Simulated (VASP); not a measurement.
# RuS2 (P-3m1) in VASP: notebook

RuS2 is run at these levels: PBE+D3(BJ); tasks: single point, relaxation of cell and atoms.

Program: VASP 6.6.1. These are calculated values, not measurements. Logs are shortened: lines on timing, memory, paths and dates and some standing lists are left out, and cuts for length are marked.

## Step 1: The cell of the first run

The structure is trigonal, space group P-3m1 (No. 164). The conventional cell has a = 3.384 Å, b = 3.384 Å, c = 4.877 Å, α = 90.00°, β = 90.00°, γ = 120.00°. Ru (site symmetry -3m) has 6 S at 2.36 Å within 3.1 Å. Within 3.1 Å of S (site symmetry 3m) lie 3 Ru at 2.36 Å and 3 S at 2.96 Å.

## Step 2: Single point, PBE+D3(BJ), collinear spin, ferromagnetic start

Contents of INCAR:

```
ALGO = Normal
EDIFF = 1E-7
ENCUT = 520
GGA = PE
ISIF = 2
ISMEAR = 0
ISPIN = 2
IVDW = 12
LASPH = T
LCHARG = F
LMAXMIX = 4
LORBIT = 11
LREAL = F
LWAVE = F
MAGMOM = 0.65 0 0
NBANDS = 24
NELM = 150
PREC = Accurate
SIGMA = 0.1
```

Contents of KPOINTS:

```
k-points
0
Gamma
  6 6 4
```

Contents of POSCAR:

```
RuS2
1.0
    3.3844272821      0.0000000000      0.0000000000
   -1.6922136411      2.9310000036      0.0000000000
    0.0000000000      0.0000000000      4.8765983739
Ru S
1 2
Direct
    0.0000000000      0.0000000000      0.0000000000
    0.6666666667      0.3333333333      0.7285751594
    0.3333333333      0.6666666667      0.2714248406
```

Potentials or basis: VASP PAW PBE potentials, release 64 (Ru_pv, S).

Command:

```console
$ cat potpaw_PBE.64/Ru_pv/POTCAR potpaw_PBE.64/S/POTCAR > POTCAR
$ mpirun -np 1 vasp_std > vasp.out
```

OUTCAR:

```text
EDIFF = 1E-7
   ENCUT = 520
   GGA = PE
   ISIF = 2
   ISMEAR = 0
   ISPIN = 2
   IVDW = 12
   LASPH = T
   LORBIT = 11
   LREAL = F
   NELM = 150
   PREC = Accurate
 IVDW          = 12

 ion  position               nearest neighbor table
   1  0.000  0.000  0.000-   2 2.36   3 2.36   2 2.36   3 2.36   2 2.36   3 2.36
   2  0.667  0.333  0.729-   1 2.36   1 2.36   1 2.36
   3  0.333  0.667  0.271-   1 2.36   1 2.36   1 2.36

  LATTYP: Found a hexagonal cell.
 ALAT       =     3.3844272821
 C/A-ratio  =     1.4408932346

  Lattice vectors:

 A1 = (   3.3844272821,   0.0000000000,   0.0000000000)
 A2 = (  -1.6922136411,   2.9310000036,   0.0000000000)
 A3 = (   0.0000000000,   0.0000000000,   4.8765983739)

Analysis of symmetry for initial positions (statically):
=====================================================================
 Subroutine PRICEL returns:
 Original cell was already a primitive cell.

 Routine SETGRP: Setting up the symmetry group for a
 hexagonal supercell.

 Subroutine GETGRP returns: Found 12 space group operations
 (whereof 12 operations were pure point group operations)
 out of a pool of 24 trial point group operations.

The static configuration has the point symmetry D_3d.

Analysis of symmetry for dynamics (positions and initial velocities):
=====================================================================
 Subroutine PRICEL returns:
 Original cell was already a primitive cell.

 Routine SETGRP: Setting up the symmetry group for a
 hexagonal supercell.

 Subroutine GETGRP returns: Found 12 space group operations
 (whereof 12 operations were pure point group operations)
 out of a pool of 24 trial point group operations.

The dynamic configuration has the point symmetry D_3d.

Analysis of structural, dynamic, and magnetic symmetry:
=====================================================================
 Subroutine PRICEL returns:
 Original cell was already a primitive cell.

 Routine SETGRP: Setting up the symmetry group for a
 hexagonal supercell.

 Subroutine GETGRP returns: Found 12 space group operations
 (whereof 12 operations were pure point group operations)
 out of a pool of 24 trial point group operations.

The overall configuration has the point symmetry D_3d.

 Subroutine INISYM returns: Found 12 space group operations
 (whereof 12 operations are pure point group operations),
 and found     1 'primitive' translations

----------------------------------------------------------------------------------------
[... 119 lines left out ...]
   GGA     = PE    functional components
   LHFCALC =     F    Hartree Fock is set to
   AEXX    =    0.0000 exact exchange contribution
   IVDW    =    12    specifies the selected vdW correction
   LEPSILON=     F    determine dielectric tensor
   LRPA    =     F    only Hartree local field effects (RPA)
 spin polarized calculation
 Gauss-broadening in eV      SIGMA  =   0.10
  energy-cutoff  :      520.00
  volume of cell :       48.37
 maximum number of plane-waves:      1314
 NGX is ok and might be reduce to    28
   NGX = 13   NGY = 13   NGZ = 19

 number of electron      26.0000006 magnetization       0.5214289

 Free energy of the ion-electron system (eV)
  ---------------------------------------------------
  ext. energy  EPLUGINS =         0.00000000
  ---------------------------------------------------
  free energy    TOTEN  =       -17.97256688 eV

  energy without entropy =      -17.95834496  energy(sigma->0) =      -17.96545592

 E-fermi :   7.9786     XC(G=0): -11.4332

 val. band max:        7.9474258611   @ k =   0.1667   0.0000   0.0000
 cond. band min:       7.9955307807   @ k =   0.3333   0.1667   0.5000
 fundamental gap:      0.0481049196
 Fermi energy:         7.9785665034

 spin component 1

 k-point     1 :       0.0000    0.0000    0.0000
  band No.  band energies     occupation
      1     -34.9459      1.00000
      2     -34.8875      1.00000
      3     -34.8875      1.00000
      4      -7.1668      1.00000
      5      -4.1275      1.00000
      6       1.0292      1.00000
[... 637 lines left out ...]
     23      19.3184      0.00000
     24      19.3184      0.00000
 Fermi energy:         7.9785665034

 spin component 2

 k-point     1 :       0.0000    0.0000    0.0000
  band No.  band energies     occupation
      1     -34.6716      1.00000
      2     -34.5734      1.00000
      3     -34.5734      1.00000
      4      -7.1120      1.00000
      5      -4.0721      1.00000
      6       1.1190      1.00000
[... 637 lines left out ...]
     23      19.3795      0.00000
     24      19.3795      0.00000

------------------------ aborting loop because EDIFF is reached ----------------------------------------

 Edisp (eV)   -1.27930

 E8    (eV) :    -0.5072

  FORCE on cell =-STRESS in cart. coord.  units (eV):
  Direction    XX          YY          ZZ          XY          YZ          ZX
  --------------------------------------------------------------------------------------
  -------------------------------------------------------------------------------------
  Total      -0.07982    -0.07982    -0.05033     0.00000     0.00000    -0.00000
  in kB      -2.64353    -2.64353    -1.66708     0.00000     0.00000    -0.00000
  external pressure =       -2.32 kB  Pullay stress =        0.00 kB

 VOLUME and BASIS-vectors are now :
 -----------------------------------------------------------------------------
  energy-cutoff  :      520.00
  volume of cell :       48.37
      direct lattice vectors                 reciprocal lattice vectors
     3.384427282  0.000000000  0.000000000     0.295470966  0.170590242  0.000000000
    -1.692213641  2.931000004  0.000000000     0.000000000  0.341180484  0.000000000
     0.000000000  0.000000000  4.876598374     0.000000000  0.000000000  0.205060971

 POSITION                                       TOTAL-FORCE (eV/Angst)
 -----------------------------------------------------------------------------------
      0.00000      0.00000      0.00000        -0.000000      0.000000      0.000000
      1.69221      0.97700      3.55297         0.000000      0.000000      0.023336
     -0.00000      1.95400      1.32363         0.000000      0.000000     -0.023336
 -----------------------------------------------------------------------------------
    total drift:                                0.000000     -0.000000     -0.000000

  FREE ENERGIE OF THE ION-ELECTRON SYSTEM (eV)
  ---------------------------------------------------
  free  energy   TOTEN  =       -19.2518668061 eV

  energy  without entropy=      -19.2376448852  energy(sigma->0) =      -19.24475585

 total charge

# of ion       s       p       d       tot
------------------------------------------
    1        0.343   6.287   6.030  12.661
    2        1.363   2.284   0.000   3.648
    3        1.363   2.284   0.000   3.648
--------------------------------------------------
tot          3.070  10.856   6.030  19.956

 magnetization (x)

# of ion       s       p       d       tot
------------------------------------------
    1        0.009   0.008   0.386   0.403
    2        0.002   0.032   0.000   0.034
    3        0.002   0.032   0.000   0.034
--------------------------------------------------
tot          0.013   0.072   0.386   0.471
```

OSZICAR:

```text
N       E                     dE             d eps       ncg     rms          rms(c)
DAV:   1     0.198294897712E+03    0.19829E+03   -0.13427E+04  2312   0.101E+03
DAV:   2    -0.113693290544E+02   -0.20966E+03   -0.20258E+03  2720   0.287E+02
DAV:   3    -0.188478829140E+02   -0.74786E+01   -0.73996E+01  2968   0.544E+01
DAV:   4    -0.189161577021E+02   -0.68275E-01   -0.68150E-01  2568   0.560E+00
DAV:   5    -0.189172018964E+02   -0.10442E-02   -0.10428E-02  3104   0.654E-01    0.203E+01
DAV:   6    -0.189441409793E+02   -0.26939E-01   -0.13974E+01  2624   0.216E+01    0.113E+01
DAV:   7    -0.180597566307E+02    0.88438E+00   -0.68380E+00  2352   0.164E+01    0.729E+00
DAV:   8    -0.179699908917E+02    0.89766E-01   -0.44045E-01  2776   0.395E+00    0.138E+00
DAV:   9    -0.179721420104E+02   -0.21511E-02   -0.14765E-02  2760   0.712E-01    0.481E-01
DAV:  10    -0.179723462978E+02   -0.20429E-03   -0.10103E-03  2776   0.197E-01    0.137E-01
DAV:  11    -0.179725052046E+02   -0.15891E-03   -0.38691E-04  2848   0.103E-01    0.742E-02
DAV:  12    -0.179725430827E+02   -0.37878E-04   -0.54390E-05  2712   0.418E-02    0.367E-02
DAV:  13    -0.179725611929E+02   -0.18110E-04   -0.16539E-05  2664   0.218E-02    0.172E-02
DAV:  14    -0.179725665366E+02   -0.53437E-05   -0.75261E-06  2672   0.145E-02    0.561E-03
DAV:  15    -0.179725668440E+02   -0.30739E-06   -0.40282E-07  2808   0.407E-03    0.355E-03
DAV:  16    -0.179725668824E+02   -0.38426E-07   -0.15646E-07  2328   0.208E-03
   1 F= -.19251867E+02 E0= -.19244756E+02  d E =-.142219E-01  mag=     0.5214
```

stdout:

```text
POSCAR found type information on POSCAR RuS
 POSCAR found :  2 types and       3 ions
 scaLAPACK will be used
 LDA part: xc-table for (Slater+PW92), standard interpolation
 POSCAR, INCAR and KPOINTS ok, starting setup
 FFT: planning ... GRIDC
 FFT: planning ... GRID_SOFT
 FFT: planning ... GRID
 WAVECAR not read
 entering main loop
```

Run time: 1.7 min. Hardware: 1 thread of Intel Xeon 8259CL, shared host; peak memory 0.22 GiB.

Results:

| Property | Result |
| --- | --- |
| Free energy | -19.2519 eV |
| Pressure | -0.2 GPa |
| Largest force | 0.023 eV/Å |
| Net moment | 0.52 μB per cell |
| Site moments | Ru +0.40; S +0.03 μB |
| Valence electrons inside the program's atomic spheres | Ru 12.66; S 3.65 |
| Dispersion energy per atom | -0.426 eV |

Forces on the atoms (eV/Å):
```
Ru   0.000  0.000  0.000
S    0.000  0.000  0.023
S    0.000  0.000 -0.023
```

Caveat: an empty level that is flat over the whole mesh can mark a ghost state of the potentials, or a narrow d or f band.

## Step 3: Relaxation of cell and atoms, PBE+D3(BJ), collinear spin, ferromagnetic start

This run uses another cell than the first one, of 18.53 Å³/atom.

Contents of INCAR:

```
PREC = Accurate
ENCUT = 600
EDIFF = 1E-6
ISMEAR = 0
SIGMA = 0.1
LREAL = False
LASPH = True
NELM = 150
ALGO = Normal
ISIF = 3
LWAVE = False
LCHARG = False
ISPIN = 2
MAGMOM = 0.65 0 0
LORBIT = 11
LMAXMIX = 4
GGA = PE
IVDW = 12
IBRION = 2
NSW = 80
EDIFFG = -0.05
```

Contents of KPOINTS:

```
regular mesh
0
Gamma
  6 6 4
```

Contents of POSCAR:

```
RuS2
1.0
    3.4228254641      0.0000000000      0.0000000000
   -1.7114127321      2.9642538047      0.0000000000
    0.0000000000      0.0000000000      5.4774768142
Ru S
1 2
Direct
    0.0000000000      0.0000000000      0.0000000000
    0.6666666667      0.3333333333      0.7476059866
    0.3333333333      0.6666666667      0.2523940134
```

Potentials or basis: VASP PAW PBE potentials, release 64 (Ru_pv, S).

Command:

```console
$ cat potpaw_PBE.64/Ru_pv/POTCAR potpaw_PBE.64/S/POTCAR > POTCAR
$ mpirun -np 1 vasp_std > vasp.out
```

It took 16 min on 1 thread of Intel Xeon 8259CL, shared host; peak memory 0.27 GiB.

The run converged. Its results:

| Property | Result |
| --- | --- |
| Free energy | -19.2491 eV |
| Relaxed volume | 16.05 Å³/atom |
| Relaxed cell | a = 3.392 Å, b = 3.392 Å, c = 4.832 Å, α = 90.00°, β = 90.00°, γ = 120.00° |
| Space group after relaxing (to 0.1 Å) | P-3m1 (No. 164) |
| Energy gained by relaxing | 60.9 meV/atom |
| Ionic steps | 16 |
| Pressure after relaxing | -0.1 GPa |
| Largest force after relaxing | 0.013 eV/Å |
| Band gap on the k mesh | zero (filled and empty bands overlap) |
| Net moment | 0.00 μB per cell |
| Valence electrons inside the program's atomic spheres | Ru 12.67; S 3.65 |
| Dispersion energy per atom | -0.429 eV |

Forces on the atoms (eV/Å):
```
Ru   0.000  0.000  0.000
S    0.000  0.000  0.013
S    0.000  0.000 -0.013
```

Stress tensor (GPa, compression positive):
```
-0.30  0.00  0.00
 0.00 -0.30  0.00
 0.00  0.00  0.38
```

The path:
```
step  energy change (eV)  largest force (eV/Å)  pressure (GPa)  volume (Å³)
   1              0.0000                0.6599           -7.90        55.58
   2              0.0814                1.7096           14.03        48.55
   3             -0.0965                0.2290           -0.28        52.40
   4             -0.0965                0.2488           -0.10        52.34
   5             -0.1177                0.2943           -0.11        51.89
   6             -0.1596                0.3662           -0.04        50.49
   7             -0.0463                0.2888            2.25        47.38
   8             -0.1566                0.4104            0.31        50.09
   9             -0.1558                0.4353            0.53        49.52
  10             -0.1575                0.4259            0.41        49.81
  11             -0.1672                0.0323           -2.63        49.78
  12             -0.1679                0.0650           -1.99        49.79
  13             -0.1797                0.0337           -0.75        48.77
  14             -0.1821                0.0188            0.15        48.11
  15             -0.1821                0.0184            0.19        48.07
  16             -0.1827                0.0126           -0.07        48.15
```

Final structure:
```
Ru S
1.0
     3.39237    0.00000    0.00000
    -1.69618    2.93788    0.00000
     0.00000    0.00000    4.83168
Ru S
1 2
Direct
  0.00000 0.00000 0.00000
  0.66667 0.33333 0.72828
  0.33333 0.66667 0.27172
```

Levels at points of the mesh, in eV from the Fermi level:
Spin up:
```tsv
k point	band 10	band 11	band 12	band 13	band 14	band 15	band 16	band 17
(0.00, 0.00, 0.00)	-1.74	-0.56	-0.34	-0.34	0.82	2.54	2.54	5.02
(0.50, 0.00, 0.00)	-3.40	-2.74	-1.32	-0.64	-0.01	2.87	3.91	7.29
(0.00, 0.00, 0.50)	-1.81	-1.81	-1.00	-1.00	0.55	3.78	3.78	6.72
(0.50, 0.00, 0.50)	-1.79	-1.62	-0.81	-0.66	-0.13	2.24	4.05	5.46
```
Spin down:
```
           k point  band 9  band 10  band 11  band 12  band 13  band 14  band 15  band 16  band 17
(0.00, 0.00, 0.00)   -1.74    -1.74    -0.56    -0.34    -0.34     0.82     2.54     2.54     5.02
(0.50, 0.00, 0.00)   -3.88    -3.40    -2.74    -1.32    -0.64    -0.01     2.87     3.91     7.29
(0.00, 0.00, 0.50)   -3.01    -1.81    -1.81    -1.00    -1.00     0.55     3.78     3.78     6.72
(0.50, 0.00, 0.50)   -3.77    -1.79    -1.62    -0.81    -0.66    -0.13     2.24     4.05     5.46
```
